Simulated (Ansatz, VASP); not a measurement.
Two plane-wave programs on Ba

Contents of INCAR:

```
PREC = Accurate
ENCUT = 520
EDIFF = 1E-6
ISMEAR = 0
SIGMA = 0.15
LREAL = False
LASPH = True
NELM = 100
ALGO = Fast
ISIF = 2
LWAVE = False
LCHARG = False
GGA = PE
NBANDS = 11
```

File KPOINTS:

```
Automatic mesh
0
Gamma
  14 14 14
```

File POSCAR:

```
Ba
1.0
    0.0000000000      3.2569099903      3.2569099903
    3.2326650028      0.0242449875      3.2326650028
    3.2326650028      3.2326650028      0.0242449875
Ba
1
Direct
    0.0000000000      0.0000000000      0.0000000000
```

Input for Ansatz:

```yaml
crystal:
  lattice:
    - [0.0, 3.2569099903, 3.2569099903]
    - [3.2326650028, 0.0242449875, 3.2326650028]
    - [3.2326650028, 3.2326650028, 0.0242449875]
  atoms:
    - { symbol: Ba, position: [0.0, 0.0, 0.0] }
basis:
  ecutwfc: 420
kpoints:
  mp_grid: { grid: [14, 14, 14] }
hamiltonian:
  xc: pbe
scf:
  occupations: { method: gaussian, width: 0.15 }
output:
  forces: true
  stress: true
  eigenvalues: true
```

Change from the starting cell: strain +0.0150 x Voigt [0, 0, 0, 1, 0, 0], atoms carried along.

Alike in both runs: task single point; functional PBE; k mesh 14 × 14 × 14; occupations gaussian, width 0.15 eV; no spin polarisation.

|  | VASP | Ansatz |
| --- | --- | --- |
| version | VASP 6.6.1 | Ansatz 0.2.0 |
| potentials or method | VASP PAW PBE potentials, release 64 (Ba_sv), cutoff 520 eV | scalar-relativistic, plane waves, PAW |
| valence electrons in the cell | 10 | 10 |

|  | VASP | Ansatz | Ansatz less VASP |
| --- | --- | --- | --- |
| gap on the k mesh at the Fermi level (eV) | none | none | - |
| pressure (GPa) | -0.4 | -0.4 | -0.04 |
| traceless stress, the component that is largest in VASP (GPa) | -0.13 | -0.13 | 0.000 |

A gap of «none» marks a metal or a gap that the smearing closes.

Neither program's run includes spin-orbit coupling.
